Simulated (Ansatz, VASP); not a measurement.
## Two plane-wave programs on AlRu

```xyz
2
Lattice="2.9916 0.0000 0.0000 0.0000 2.9916 0.0000 0.0000 0.0000 2.9916" Properties=species:S:1:pos:R:3 pbc="T T T"
Al    0.0000    0.0000    0.0450
Ru    1.4958    1.4958    1.4958
```

Change from the starting cell: one atom moved.

Alike in both runs: task single point; functional PBEsol; k mesh 12 × 12 × 12; occupations gaussian, width 0.1 eV; no spin polarisation.

|  | VASP | Ansatz |
| --- | --- | --- |
| version | VASP 6.6.1 | Ansatz 0.2.0 |
| potentials or method | VASP PAW PBE potentials, release 64 (Al, Ru_pv), cutoff 520 eV | scalar-relativistic, plane waves, PAW |
| valence electrons in the cell | 17 | 19 |

VASP gave:

- gap on the k mesh at the Fermi level (eV): none
- pressure (GPa): -3.3
- traceless stress, the component that is largest in VASP (GPa): -0.10
- rms of the force components (eV/Å): 0.199

Task: Estimate Ansatz's values.

Result: gap on the k mesh at the Fermi level (eV): none; pressure (GPa): -3.2; traceless stress, the component that is largest in VASP (GPa): -0.10; rms of the force components (eV/Å): 0.197.

VASP's potentials were made for PBE, not for PBEsol. Atom by atom the forces differ by 0.002 eV/Å (rms over components). A gap of «none» marks a metal or a gap that the smearing closes. VASP's potentials hold 17 valence electrons a cell and Ansatz's 19, so a difference there can come from the potentials and not from the codes.
